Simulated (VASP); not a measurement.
Set up this calculation in VASP 6.6.1, as the native input.

- Task: single point
- Functional: r2SCAN
- Potentials or basis: VASP PAW PBE potentials, release 64 (Sb)
- Cutoff: 520 eV
- k mesh: 17 × 17 × 17
- Occupations: fermi-dirac, width 0.1 eV
- Spin: no spin polarisation
- Dipole correction: no
- Further INCAR settings: ALGO = Normal; EDIFF = 1e-06; NBANDS = 8

Sb:

```
Sb
1.0
     3.08281    0.00000    0.00000
     0.00000    3.08281    0.00000
     0.00000    0.00000    3.08281
Sb
1
Direct
  0.00000 0.00000 0.00000
```

These files were run (other wordings do the same):

POSCAR

```
Sb
1.0
    3.0828068652      0.0000000000      0.0000000000
    0.0000000000      3.0828068652      0.0000000000
    0.0000000000      0.0000000000      3.0828068652
Sb
1
Direct
    0.0000000000      0.0000000000      0.0000000000
```

INCAR.step1

```
SYSTEM = Sb
ALGO = Normal ; EDIFF = 1E-4
ENCUT = 520 ; GGA = PE
ISMEAR = -1 ; LASPH = .True.
LCHARG = .False. ; LREAL = .False.
LWAVE = .True. ; NBANDS = 8
NELM = 80 ; PREC = Accurate
SIGMA = 0.1
```

INCAR.step2

```
SYSTEM = Sb
ALGO = Normal ; EDIFF = 1E-6
ENCUT = 520 ; ISIF = 2
ISMEAR = -1 ; ISTART = 1
LASPH = .True. ; LCHARG = .True.
LELF = .True. ; LMIXTAU = .True.
LREAL = .False. ; LVHAR = .True.
LWAVE = .False. ; METAGGA = R2SCAN
NBANDS = 8 ; NELM = 80
PREC = Accurate ; SIGMA = 0.1
```

KPOINTS

```
k-points
0
Gamma
  17 17 17
  0 0 0
```

Potentials or basis: VASP PAW PBE potentials, release 64 (Sb).

Run with:

```sh
$ cat potpaw_PBE.64/Sb/POTCAR > POTCAR
$ cp INCAR.step1 INCAR
$ mpirun -np 1 vasp_std > vasp.out
$ cp INCAR.step2 INCAR
$ mpirun -np 1 vasp_std > vasp.out
```

Results of the run:

```
Pressure : 0.3 GPa
```

Caveat: the PAW data sets were made with another functional, which shifts forces and pressure a little.

Wall time 51 s on 1 thread of Intel Xeon 6975P-C (shared host), peak memory 0.17 GiB.
